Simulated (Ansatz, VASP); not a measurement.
**CuAu3 in VASP and in Ansatz**

INCAR

```
  PREC = Accurate
  ENCUT = 520
  EDIFF = 1E-8
  ISMEAR = -1
  SIGMA = 0.05
  LREAL = False
  LASPH = True
  NELM = 60
  ALGO = Normal
  ISIF = 2
  LWAVE = False
  LCHARG = False
  LEFG = True
  NBANDS = 30
```

The input KPOINTS:

```
regular mesh
0
Gamma
  9 9 9
```

POSCAR

```
CuAu3
1.0
    3.8987527127      0.0000000000      0.0000000000
    0.0000000000      3.8987527127      0.0000000000
    0.0000000000      0.0000000000      3.8987527127
Cu Au
1 3
Direct
    0.0000000000      0.0000000000      0.0000000000
    0.0000000000      0.5000000000      0.5000000000
    0.5000000000      0.0000000000      0.5000000000
    0.5000000000      0.5000000000      0.0000000000
```

Input for Ansatz:

```yaml
crystal:
  lattice:
    - [3.8987527127, 0.0, 0.0]
    - [0.0, 3.8987527127, 0.0]
    - [0.0, 0.0, 3.8987527127]
  atoms:
    - { symbol: Cu, position: [0.0, 0.0, 0.0] }
    - { symbol: Au, position: [0.0, 0.5, 0.5] }
    - { symbol: Au, position: [0.5, 0.0, 0.5] }
    - { symbol: Au, position: [0.5, 0.5, 0.0] }
kpoints:
  mp_grid: { grid: [9, 9, 9] }
scf:
  occupations: { method: fermi_dirac, width: 0.05 }
hamiltonian:
  xc: lda
  pseudopotentials: { kind: paw }
output:
  forces: true
  stress: true
  eigenvalues: true
  efg: { contact_densities: true }
```

Change from the starting cell: volume scaled by 0.94, PAW files.

Alike in both runs: task electric field gradients; functional LDA; k mesh 9 × 9 × 9; occupations fermi-dirac, width 0.05 eV; no spin polarisation.

```csv
,VASP,Ansatz
version,VASP 6.6.1,Ansatz 0.2.0
potentials or method,"VASP PAW LDA potentials, release 64 (Cu, Au)","PAW with Ansatz's default frozen-core files, scalar-relativistic"
plane-wave cutoff (eV),520,420
valence electrons in the cell,44,76
```

Ansatz gave:

* pressure (GPa): 6.2
* size of Vzz on the site where it differs most (V/Å²): 53.6

**Question.** Estimate VASP's values.

**Answer.** Pressure (GPa): 6.8; size of Vzz on the site where it differs most (V/Å²): 88.3.

LDA's correlation is that of Perdew and Zunger in VASP and of Perdew and Wang (1992) in Ansatz. VASP's potentials hold 44 valence electrons a cell and Ansatz's 76, so a difference there can come from the potentials and not from the codes.

Neither program's run includes spin-orbit coupling.
